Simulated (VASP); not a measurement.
Write the native input for VASP 6.6.1 that does the following.

| Quantity | Value |
| --- | --- |
| Task | single point |
| Functional | PBE |
| Dispersion | D3(BJ) |
| Potentials or basis | VASP PAW PBE potentials, release 64 (S, Zr_sv, H) |
| Cutoff | 400 eV |
| k mesh | 6 × 6 × 1 |
| Occupations | gaussian, width 0.05 eV |
| Spin | no spin polarisation |
| Dipole correction | yes |
| Further INCAR settings | ALGO = Normal; EDIFF = 1e-06; NBANDS = 62; NELMDL = -8 |

The structure of Zr2HS4 lies in POSCAR:

```
Zr2HS4
1.0
    7.2976778227      0.0000000000      0.0000000000
   -3.6488389114      6.3199743831      0.0000000000
    0.0000000000      0.0000000000     20.9171506047
S Zr H
8 4 2
Direct
    0.3333333333      0.1666666667      0.1912306354
    0.3333333333      0.6666666667      0.1912306354
    0.8333333333      0.1666666667      0.1912306354
    0.8333333333      0.6666666667      0.1912306354
    0.1666666667      0.3333333333      0.3306927762
    0.1666666667      0.8333333333      0.3306927762
    0.6666666667      0.3333333333      0.3306927762
    0.6666666667      0.8333333333      0.3306927762
    0.0000000000      0.0000000000      0.2609617058
    0.0000000000      0.5000000000      0.2609617058
    0.5000000000      0.0000000000      0.2609617058
    0.5000000000      0.5000000000      0.2609617058
    0.3699497052      0.7398994103      0.5028003481
    0.4633836282      0.9267672564      0.5028003481
```

One way to write it, as run:

INCAR

```
SYSTEM = Zr2HS4
ALGO     = Normal         ! electronic algorithm
DIPOL    = 0.5 0.5 0.296
EDIFF    = 1E-6           ! SCF threshold, eV
ENCUT    = 400            ! plane-wave cutoff, eV
GGA      = PE             ! functional
GGA_COMPAT= .FALSE.      
IDIPOL   = 3            
ISIF     = 2              ! what is computed and relaxed
ISMEAR   = 0              ! smearing method
IVDW     = 12             ! dispersion correction
LASPH    = .TRUE.         ! aspherical terms in the spheres
LCHARG   = .TRUE.         ! write CHGCAR
LDIPOL   = .TRUE.       
LELF     = .TRUE.         ! ELF
LREAL    = .FALSE.        ! projectors in reciprocal space
LVACPOTAV= .TRUE.       
LVHAR    = .TRUE.       
LWAVE    = .FALSE.        ! write WAVECAR
NBANDS   = 62             ! bands
NELM     = 120            ! most SCF steps
NELMDL   = -8           
PREC     = Accurate       ! precision mode
SIGMA    = 0.05           ! smearing width, eV
```

KPOINTS

```
k-points
0
G
  6 6 1
  0 0 0
```

Potentials or basis: VASP PAW PBE potentials, release 64 (S, Zr_sv, H).

Run with:

```console
$ cat potpaw_PBE.64/S/POTCAR potpaw_PBE.64/Zr_sv/POTCAR potpaw_PBE.64/H/POTCAR > POTCAR
$ mpirun -np 1 vasp_std > vasp.out
```

It gave:

```yaml
Largest_force: 4.676 eV/Å
Band_gap_on_the_k_mesh: 1.10 eV
Dispersion_energy_per_atom: -0.215 eV
```

Run time: 28 min on 1 thread of Intel(R) Xeon(R) Platinum 8259CL CPU @ 2.50GHz (Skylake/Cascade Lake) (shared host), peak memory 0.89 GiB.
